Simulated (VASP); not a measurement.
Write the native input for VASP 6.6.1 that does the following.

| Quantity | Value |
| --- | --- |
| Task | electric field gradients |
| Functional | PBEsol |
| Potentials or basis | VASP PAW PBE potentials, release 64 (Si, Mo_sv) |
| Cutoff | 520 eV |
| k mesh | 16 × 16 × 16 |
| Occupations | fermi-dirac, width 0.08 eV |
| Spin | no spin polarisation |
| Dipole correction | no |
| Further INCAR settings | ALGO = Normal; EDIFF = 1e-08; NBANDS = 18 |

The structure of Si2Mo lies in POSCAR:

```
Si2Mo
1.0
   -1.5680000000      1.5680000000      3.9305000000
    1.5680000000     -1.5680000000      3.9305000000
    1.5680000000      1.5680000000     -3.9305000000
Si Mo
2 1
Direct
    0.3330000000      0.3330000000      0.0000000000
    0.6670000000      0.6670000000      0.0000000000
    0.0000000000      0.0000000000      0.0000000000
```

This cell differs from its parent crystal: equal xx and yy strain of -2 %.

The input as run:

INCAR

```
SYSTEM = Si2Mo
PREC = Accurate ; ENCUT = 520
EDIFF = 1E-8 ; ISMEAR = -1
SIGMA = 0.08 ; LREAL = .False.
LASPH = .True. ; NELM = 60
ALGO = Normal ; ISIF = 2
LWAVE = .False. ; LCHARG = .False.
GGA = PS ; LEFG = .True.
NBANDS = 18
```

KPOINTS

```
regular mesh
0
Gamma
  16 16 16
  0 0 0
```

Potentials or basis: VASP PAW PBE potentials, release 64 (Si, Mo_sv).

Launch:

```sh
$ cat potpaw_PBE.64/Si/POTCAR potpaw_PBE.64/Mo_sv/POTCAR > POTCAR
$ mpirun -np 1 vasp_std > vasp.out
```

It gave:

* Pressure: 6.7 GPa
* Largest force: 0.258 eV/Å
* Band gap on the k mesh: zero (band 11 reaches 13.45 eV, above the bottom of band 12 at 12.43 eV)

Caveat: the cell differs from its parent crystal (equal xx and yy strain of -2 %); without QUAD_EFG the Cq values of the log hold for a quadrupole moment of 1 mb, not for the nuclei; the PAW data sets were made with another functional, which shifts forces and pressure a little.

Wall time 14 min on 1 thread of Oxide Virtual Turin-like Processor (shared host), peak memory 0.35 GiB.
